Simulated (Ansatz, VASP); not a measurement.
## Two plane-wave programs on Mg3HO3

Contents of INCAR:

```
SYSTEM = Mg3HO3
PREC = Accurate
ENCUT = 520
EDIFF = 1E-6
ISMEAR = 0
SIGMA = 0.05
LREAL = .False.
LASPH = .True.
NELM = 150
ALGO = Normal
ISIF = 2
LWAVE = .False.
LCHARG = .False.
ISPIN = 2
MAGMOM = 0 0 0 0 0 0 1
LORBIT = 11
LDIPOL = .True.
IDIPOL = 3
DIPOL = 0.5 0.5 0.312
GGA = PS
NBANDS = 26
```

Contents of KPOINTS:

```
regular mesh
0
Gamma
  9 9 1
  0 0 0
```

POSCAR

```
Mg3HO3
1.0
    2.9804137519      0.0000000000      0.0000000000
    0.0000000000      2.9804137519      0.0000000000
    0.0000000000      0.0000000000     21.2399431533
Mg O H
3 3 1
Direct
    0.5000000000      0.5000000000      0.1883244212
    0.0000000000      0.0000000000      0.2877909891
    0.5000000000      0.5000000000      0.3857349348
    0.0000000000      0.0000000000      0.1883244212
    0.5000000000      0.5000000000      0.2873494718
    0.0000000000      0.0000000000      0.3879456312
    0.5000000000      0.0000000000      0.4599797223
```

Input for Ansatz:

```yaml
crystal:
  lattice:
    - [2.9804137519, 0.0, 0.0]
    - [0.0, 2.9804137519, 0.0]
    - [0.0, 0.0, 21.2399431533]
  atoms:
    - { symbol: Mg, position: [0.5, 0.5, 0.1883244212] }
    - { symbol: O, position: [0.0, 0.0, 0.1883244212] }
    - { symbol: Mg, position: [0.0, 0.0, 0.2877909891] }
    - { symbol: O, position: [0.5, 0.5, 0.2873494718] }
    - { symbol: Mg, position: [0.5, 0.5, 0.3857349348] }
    - { symbol: O, position: [0.0, 0.0, 0.3879456312] }
    - { symbol: H, position: [0.5, 0.0, 0.4599797223], spin: 1.0 }
basis:
  ecutwfc: 420
kpoints:
  mp_grid: { grid: [9, 9, 1] }
hamiltonian:
  xc: pbesol
  pseudopotentials: { kind: paw, azcp: { folder: soft_1 } }
scf:
  occupations: { method: gaussian, width: 0.05 }
output:
  forces: true
  eigenvalues: true
  populations: true
magnetization:
  spin_polarized: true
efield:
  axis: 3
  dipole_correction: true
  ramp_width: 0.04
```

Alike in both runs: task single point; functional PBEsol; k mesh 9 × 9 × 1; occupations gaussian, width 0.05 eV; collinear spin.

|  | VASP | Ansatz |
| --- | --- | --- |
| version | VASP 6.6.1 | Ansatz 0.2.0 |
| potentials or method | VASP PAW PBE potentials, release 64 (Mg, O, H), cutoff 520 eV | scalar-relativistic, plane waves, PAW |
| valence electrons in the cell | 25 | 49 |

```tsv
	VASP	Ansatz	Ansatz less VASP
gap on the k mesh at the Fermi level (eV)	0.49	0.49	+0.002
least direct gap on the mesh (eV)	1.46	1.46	+0.002
rms of the force components (eV/Å)	0.285	0.281	-0.0034
net moment per atom (μB)	0.14	0.14	0.000
size of the moment on the site where the two differ most (μB)	0.30	0.55	+0.247
```

VASP's potentials were made for PBE, not for PBEsol, and Ansatz warns of the same on its side. Site moments also hang on the region over which each program counts them. VASP's potentials hold 25 valence electrons a cell and Ansatz's 49, so a difference there can come from the potentials and not from the codes.
